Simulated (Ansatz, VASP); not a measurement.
# Two plane-wave programs on CrPdN2

```
Cr Pd N
1.0
     1.38896    0.80192    6.20062
    -1.38896    0.80192    6.20062
     0.00000   -1.60383    6.20062
Cr Pd N
1 1 2
Direct
  0.00000 0.00000 0.00000
  0.50000 0.50000 0.50000
  0.39332 0.39332 0.39332
  0.60668 0.60668 0.60668
```

Alike in both runs: task relaxation of cell and atoms; functional PBE; k mesh 12 × 12 × 12; occupations gaussian, width 0.1 eV; collinear spin.

|  | VASP | Ansatz |
| --- | --- | --- |
| version | VASP 6.6.1 | Ansatz 0.2.0 |
| potentials or method | VASP PAW PBE potentials, release 64 (Cr_pv, Pd, N), cutoff 600 eV | scalar-relativistic, plane waves, PAW |
| valence electrons in the cell | 32 | 42 |

|  | VASP | Ansatz | Ansatz less VASP |
| --- | --- | --- | --- |
| gap on the k mesh at the Fermi level, each at its own relaxed structure (eV) | none | none | - |
| net moment per atom (μB) | 0.00 | 0.17 | +0.174 |
| size of the moment on the site where the two differ most (μB) | 0.00 | 0.66 | +0.657 |
| relaxed volume (Å³/atom) | 10.28 | 10.36 | +0.078 |
| relaxed length of the cell vector where the two differ most in proportion (Å) | 6.417 | 6.405 | -0.0125 |

The net moments are unlike, so the other rows may belong to different states. Site moments also hang on the region over which each program counts them. A gap of «none» marks a metal or a gap that the smearing closes. VASP's potentials hold 32 valence electrons a cell and Ansatz's 42, so a difference there can come from the potentials and not from the codes.
